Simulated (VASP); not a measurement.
# Zr3Ag (P4/mmm) in VASP: a series of runs, part 2 of 2

VASP 6.6.1. The steps go on from the part before.

## Step 3: Electric field gradients, LDA (21.61 Å³/atom)

This run uses another cell than the first one, of 21.61 Å³/atom.

Input file INCAR:

```
  ALGO = Normal
  EDIFF = 1E-8
  ENCUT = 520
  ISIF = 2
  ISMEAR = -1
  LASPH = True
  LCHARG = False
  LEFG = True
  LREAL = False
  LWAVE = False
  NBANDS = 32
  NELM = 60
  PREC = Accurate
  SIGMA = 0.05
```

Input file KPOINTS:

```
k-points
0
Gamma
  7 7 8
```

Input file POSCAR:

```
Zr3Ag
1.0
    4.6260858378      0.0000000000      0.0000000000
    0.0000000000      4.6260858378      0.0000000000
    0.0000000000      0.0000000000      4.0384533836
Zr Ag
3 1
Direct
    0.5000000000      0.5000000000      0.0000000000
    0.0000000000      0.5000000000      0.5000000000
    0.5000000000      0.0000000000      0.5000000000
    0.0000000000      0.0000000000      0.0000000000
```

Potentials or basis: VASP PAW LDA potentials, release 64 (Zr_sv, Ag).

Launch:

```sh
cat potpaw_LDA.64/Zr_sv/POTCAR potpaw_LDA.64/Ag/POTCAR > POTCAR
mpirun -np 1 vasp_std > vasp.out
```

OUTCAR:

```text
EDIFF = 1E-8
   ENCUT = 520
   ISIF = 2
   ISMEAR = -1
   LASPH = True
   LREAL = False
   NELM = 60
   PREC = Accurate

 ion  position               nearest neighbor table
   1  0.500  0.500  0.000-   2 3.07   3 3.07   2 3.07   3 3.07   3 3.07   3 3.07   2 3.07   2 3.07
                             4 3.27   4 3.27   4 3.27   4 3.27
   2  0.000  0.500  0.500-   1 3.07   4 3.07   1 3.07   4 3.07   4 3.07   4 3.07   1 3.07   1 3.07
                             3 3.27   3 3.27   3 3.27   3 3.27
   3  0.500  0.000  0.500-   1 3.07   4 3.07   1 3.07   4 3.07   1 3.07   1 3.07   4 3.07   4 3.07
                             2 3.27   2 3.27   2 3.27   2 3.27
   4  0.000  0.000  0.000-   2 3.07   3 3.07   2 3.07   3 3.07   2 3.07   2 3.07   3 3.07   3 3.07
                             1 3.27   1 3.27   1 3.27   1 3.27

  LATTYP: Found a simple tetragonal cell.
 ALAT       =     4.6260858378
 C/A-ratio  =     0.8729741568

  Lattice vectors:

 A1 = (   4.6260858378,   0.0000000000,   0.0000000000)
 A2 = (   0.0000000000,   4.6260858378,   0.0000000000)
 A3 = (   0.0000000000,   0.0000000000,   4.0384533836)

Analysis of symmetry for initial positions (statically):
=====================================================================
 Subroutine PRICEL returns:
 Original cell was already a primitive cell.

 Routine SETGRP: Setting up the symmetry group for a
 simple tetragonal supercell.

 Subroutine GETGRP returns: Found 16 space group operations
 (whereof 16 operations were pure point group operations)
 out of a pool of 16 trial point group operations.

The static configuration has the point symmetry D_4h.

Analysis of symmetry for dynamics (positions and initial velocities):
=====================================================================
 Subroutine PRICEL returns:
 Original cell was already a primitive cell.

 Routine SETGRP: Setting up the symmetry group for a
 simple tetragonal supercell.

 Subroutine GETGRP returns: Found 16 space group operations
 (whereof 16 operations were pure point group operations)
 out of a pool of 16 trial point group operations.

The dynamic configuration has the point symmetry D_4h.

 Subroutine INISYM returns: Found 16 space group operations
 (whereof 16 operations are pure point group operations),
 and found     1 'primitive' translations

----------------------------------------------------------------------------------------

                                     Primitive cell

  volume of cell :      86.4256

  direct lattice vectors                    reciprocal lattice vectors
     4.626085838  0.000000000  0.000000000     0.216165466  0.000000000  0.000000000
     0.000000000  4.626085838  0.000000000     0.000000000  0.216165466  0.000000000
     0.000000000  0.000000000  4.038453384     0.000000000  0.000000000  0.247619548

  length of vectors
     4.626085838  4.626085838  4.038453384     0.216165466  0.216165466  0.247619548

  position of ions in fractional coordinates (direct lattice)
     0.500000000  0.500000000  0.000000000
     0.000000000  0.500000000  0.500000000
     0.500000000  0.000000000  0.500000000
     0.000000000  0.000000000  0.000000000

  ion indices of the primitive-cell ions
   primitive index   ion index
[... 94 lines left out ...]
   IMIX   =      4    mixing-type and parameters
     AMIX     =   0.40;   BMIX     =  1.00
     AMIX_MAG =   1.60;   BMIX_MAG =  1.00
  volume/ion in A,a.u.               =      21.61       145.81
  Fermi-wavevector in a.u.,A,eV,Ry     =   1.336267  2.525179 24.294699  1.785610
  Thomas-Fermi vector in A             =   2.464907
   LORBIT       =      0    0 simple, 1 ext, 2 COOP (PROOUT), +10 PAW based schemes
   GGA     = CA    functional components
   LHFCALC =     F    Hartree Fock is set to
   AEXX    =    0.0000 exact exchange contribution
   IVDW    =     0    specifies the selected vdW correction
   LEPSILON=     F    determine dielectric tensor
   LRPA    =     F    only Hartree local field effects (RPA)
 non-spin polarized calculation
  energy-cutoff  :      520.00
  volume of cell :       86.43
 maximum number of plane-waves:      2359
 NGX is ok and might be reduce to    36
   NGX = 17   NGY = 17   NGZ = 15

 number of electron      46.9999997 magnetization

 Free energy of the ion-electron system (eV)
  ---------------------------------------------------
  ext. energy  EPLUGINS =         0.00000000
  ---------------------------------------------------
  free energy    TOTEN  =       -31.51053429 eV

  energy without entropy =      -31.46083936  energy(sigma->0) =      -31.48568683

 E-fermi :   8.5578     XC(G=0): -11.5693

 val. band max:        8.5516895129   @ k =   0.2857   0.1429   0.2500
 cond. band min:       8.5647207861   @ k =   0.4286   0.2857   0.0000
 fundamental gap:      0.0130312732
 Fermi energy:         8.5577737612

 k-point     1 :       0.0000    0.0000    0.0000
  band No.  band energies     occupation
      1     -39.8236      2.00000
      2     -39.7112      2.00000
      3     -39.4588      2.00000
      4     -18.3304      2.00000
      5     -18.3304      2.00000
      6     -18.2300      2.00000
[... 829 lines left out ...]
     31      12.2267      0.00000
     32      12.6411      0.00000

 [... further k-points ...]

------------------------ aborting loop because EDIFF is reached ----------------------------------------

  FORCE on cell =-STRESS in cart. coord.  units (eV):
  Direction    XX          YY          ZZ          XY          YZ          ZX
  --------------------------------------------------------------------------------------
  -------------------------------------------------------------------------------------
  Total       -4.8839493     -4.8839493     -3.5647522      0.0000000      0.0000000      0.0000000
  in kB      -90.5397485    -90.5397485    -66.0841768      0.0000000      0.0000000      0.0000000
  external PRESSURE =     -82.3878913 kB  Pullay stress =       0.0000000 kB

 VOLUME and BASIS-vectors are now :
 -----------------------------------------------------------------------------
  energy-cutoff  :      520.00
  volume of cell :       86.43
      direct lattice vectors                 reciprocal lattice vectors
     4.626085838  0.000000000  0.000000000     0.216165466  0.000000000  0.000000000
     0.000000000  4.626085838  0.000000000     0.000000000  0.216165466  0.000000000
     0.000000000  0.000000000  4.038453384     0.000000000  0.000000000  0.247619548

 POSITION                                       TOTAL-FORCE (eV/Angst)
 -----------------------------------------------------------------------------------
      2.31304      2.31304      0.00000         0.000000      0.000000      0.000000
      0.00000      2.31304      2.01923         0.000000      0.000000      0.000000
      2.31304      0.00000      2.01923         0.000000      0.000000      0.000000
      0.00000      0.00000      0.00000         0.000000      0.000000      0.000000
 -----------------------------------------------------------------------------------
    total drift:                                0.000000      0.000000      0.000000

  FREE ENERGIE OF THE ION-ELECTRON SYSTEM (eV)
  ---------------------------------------------------
  free  energy   TOTEN  =       -31.5105342907 eV

  energy  without entropy=      -31.4608393618  energy(sigma->0) =      -31.48568683

 Electric field gradients (V/A^2)
---------------------------------------------------------------------
 ion       V_xx      V_yy      V_zz      V_xy      V_xz      V_yz
---------------------------------------------------------------------
   1       9.907     9.907   -19.813    -0.000    -0.000     0.000
   2      27.649   -10.847   -16.802    -0.000    -0.000    -0.000
   3     -10.847    27.649   -16.802     0.000    -0.000     0.000
   4      -4.404    -4.404     8.808    -0.000     0.000    -0.000
---------------------------------------------------------------------

 Electric field gradients after diagonalization (V/A^2)
 (convention: |V_zz| > |V_xx| > |V_yy|)
----------------------------------------------------------------------
 ion       V_xx      V_yy      V_zz     asymmetry (V_yy - V_xx)/ V_zz
----------------------------------------------------------------------
   1       9.907     9.907   -19.813       0.000
   2     -16.802   -10.847    27.649       0.215
   3     -16.802   -10.847    27.649       0.215
   4      -4.404    -4.404     8.808       0.000
----------------------------------------------------------------------

           NMR quadrupolar parameters

 Cq : quadrupolar parameter    Cq=e*Q*V_zz/h
 eta: asymmetry parameters     (V_yy - V_xx)/ V_zz
 Q  : nuclear electric quadrupole moment in mb (millibarn)
----------------------------------------------------------------------
 ion       Cq(MHz)       eta       Q (mb)
----------------------------------------------------------------------
   1      -0.048       0.000       1.000
   2       0.067       0.215       1.000
   3       0.067       0.215       1.000
   4       0.021       0.000       1.000
----------------------------------------------------------------------
```

It took 2.2 min on 1 thread of Intel Xeon Platinum 8488C (Sapphire Rapids), shared host; peak memory 0.24 GiB.

Results:

```
Free energy                             : -31.5105 eV
Pressure                                : -8.2 GPa
Band gap on the k mesh                  : zero (an odd number of electrons rules out a gap without spin polarisation)
Largest electric field gradient by atom : Zr -19.8, +27.6 (each value once); Ag +8.8 V/Å²
```

Levels at points of the mesh, in eV from the Fermi level:
```
           k point  band 21  band 22  band 23  band 24  band 25  band 26  band 27  band 28
(0.00, 0.00, 0.00)    -0.83    -0.82    -0.82    -0.21     2.04     2.04     3.10     3.10
(0.00, 0.00, 0.50)    -0.86    -0.86    -0.77     0.83     0.85     0.85     2.15     2.15
```

Electric field gradients, principal values (V/Å²):
```
atom    least   middle  greatest (by size)
1 Zr    9.907    9.907             -19.813
2 Zr  -10.847  -16.802              27.649
3 Zr  -10.847  -16.802              27.649
4 Ag   -4.404   -4.404               8.808
```

Caveat: the cell stands under tension; without QUAD_EFG the Cq values of the log hold for a quadrupole moment of 1 mb, not for the nuclei.

## Step 4: Electric field gradients, LDA (19.94 Å³/atom)

This run uses another cell than the first one, of 19.94 Å³/atom.

Input file INCAR:

```
SYSTEM = Zr3Ag
ALGO = Normal
EDIFF = 1E-8
ENCUT = 520
GGA = CA
ISIF = 2
ISMEAR = -1
LASPH = .True.
LCHARG = .False.
LEFG = .True.
LREAL = .False.
LWAVE = .False.
NBANDS = 32
NELM = 60
PREC = Accurate
SIGMA = 0.05
```

Input file KPOINTS:

```
k-points
0
Gamma
  7 7 8
  0 0 0
```

Input file POSCAR:

```
Zr3Ag
1.0
    4.5042897326      0.0000000000      0.0000000000
    0.0000000000      4.5042897326      0.0000000000
    0.0000000000      0.0000000000      3.9321285313
Zr Ag
3 1
Direct
    0.5000000000      0.5000000000      0.0000000000
    0.0000000000      0.5000000000      0.5000000000
    0.5000000000      0.0000000000      0.5000000000
    0.0000000000      0.0000000000      0.0000000000
```

Potentials or basis: VASP PAW LDA potentials, release 64 (Zr_sv, Ag).

Launch:

```sh
cat potpaw_LDA.64/Zr_sv/POTCAR potpaw_LDA.64/Ag/POTCAR > POTCAR
mpirun -np 1 vasp_std > vasp.out
```

OUTCAR:

```text
SYSTEM = Zr3Ag
   EDIFF = 1E-8
   ENCUT = 520
   GGA = CA
   ISIF = 2
   ISMEAR = -1
   LASPH = .True.
   LREAL = .False.
   NELM = 60
   PREC = Accurate

 ion  position               nearest neighbor table
   1  0.500  0.500  0.000-   2 2.99   3 2.99   2 2.99   3 2.99   3 2.99   3 2.99   2 2.99   2 2.99
                             4 3.19   4 3.19   4 3.19   4 3.19
   2  0.000  0.500  0.500-   1 2.99   4 2.99   1 2.99   4 2.99   4 2.99   4 2.99   1 2.99   1 2.99
                             3 3.19   3 3.19   3 3.19   3 3.19
   3  0.500  0.000  0.500-   1 2.99   4 2.99   1 2.99   4 2.99   1 2.99   1 2.99   4 2.99   4 2.99
                             2 3.19   2 3.19   2 3.19   2 3.19
   4  0.000  0.000  0.000-   2 2.99   3 2.99   2 2.99   3 2.99   2 2.99   2 2.99   3 2.99   3 2.99
                             1 3.19   1 3.19   1 3.19   1 3.19
[... 1076 lines left out ...]
   1       2.352     2.352    -4.704    -0.000    -0.000    -0.000
   2      52.182   -23.432   -28.750    -0.000    -0.000    -0.000
   3     -23.432    52.182   -28.750     0.000     0.000    -0.000
   4      -3.047    -3.047     6.095     0.000    -0.000     0.000
---------------------------------------------------------------------

 Electric field gradients after diagonalization (V/A^2)
 (convention: |V_zz| > |V_xx| > |V_yy|)
----------------------------------------------------------------------
 ion       V_xx      V_yy      V_zz     asymmetry (V_yy - V_xx)/ V_zz
----------------------------------------------------------------------
   1       2.352     2.352    -4.704       0.000
   2     -28.750   -23.432    52.182       0.102
   3     -28.750   -23.432    52.182       0.102
   4      -3.047    -3.047     6.095       0.000
----------------------------------------------------------------------

           NMR quadrupolar parameters

 Cq : quadrupolar parameter    Cq=e*Q*V_zz/h
 eta: asymmetry parameters     (V_yy - V_xx)/ V_zz
 Q  : nuclear electric quadrupole moment in mb (millibarn)
----------------------------------------------------------------------
 ion       Cq(MHz)       eta       Q (mb)
----------------------------------------------------------------------
   1      -0.011       0.000       1.000
   2       0.126       0.102       1.000
   3       0.126       0.102       1.000
   4       0.015       0.000       1.000
----------------------------------------------------------------------
```

stdout:

```text
POSCAR found type information on POSCAR ZrAg
 POSCAR found :  2 types and       4 ions
 scaLAPACK will be used
 LDA part: xc-table for (Slater(with rela. corr.)+CA(PZ))
 , standard interpolation
 POSCAR, INCAR and KPOINTS ok, starting setup
 FFT: planning ... GRIDC
 FFT: planning ... GRID_SOFT
 FFT: planning ... GRID
 WAVECAR not read
 entering main loop
ion   1

ion   2

ion   3

ion   4
```

It took 3.9 min on 1 thread of Intel Xeon 8259CL, shared host; peak memory 0.24 GiB.

What came out:

| Quantity | Value |
| --- | --- |
| Free energy | -31.7024 eV |
| Pressure | -0.6 GPa |
| Band gap on the k mesh | zero (an odd number of electrons rules out a gap without spin polarisation) |
| Largest electric field gradient by atom | Zr -4.7, +52.2 (each value once); Ag +6.1 V/Å² |

Electric field gradients, principal values (V/Å²):
```
atom    least   middle  greatest (by size)
1 Zr    2.352    2.352              -4.704
2 Zr  -23.432  -28.750              52.182
3 Zr  -23.432  -28.750              52.182
4 Ag   -3.047   -3.047               6.095
```

Caveat: without QUAD_EFG the Cq values of the log hold for a quadrupole moment of 1 mb, not for the nuclei.

## Step 5: Summary

```csv
cell,gap on the mesh (eV),pressure (GPa)
"a = 4.581, b = 4.581, c = 3.999 Å, 4 atoms",none,-5.7
"a = 4.626, b = 4.626, c = 4.038 Å, 4 atoms",none,-8.2
"a = 4.504, b = 4.504, c = 3.932 Å, 4 atoms",none,-0.6
```

Alike in all rows: task electric field gradients; level LDA; potentials or basis VASP PAW LDA potentials, release 64 (Zr_sv, Ag); no spin polarisation; k mesh 7 × 7 × 8; cutoff (eV) 520; smearing fermi-dirac 0.05 eV.

Caveats: the cell stands under tension (at least some runs).

Absolute energies hang on the potentials; compare differences alone.
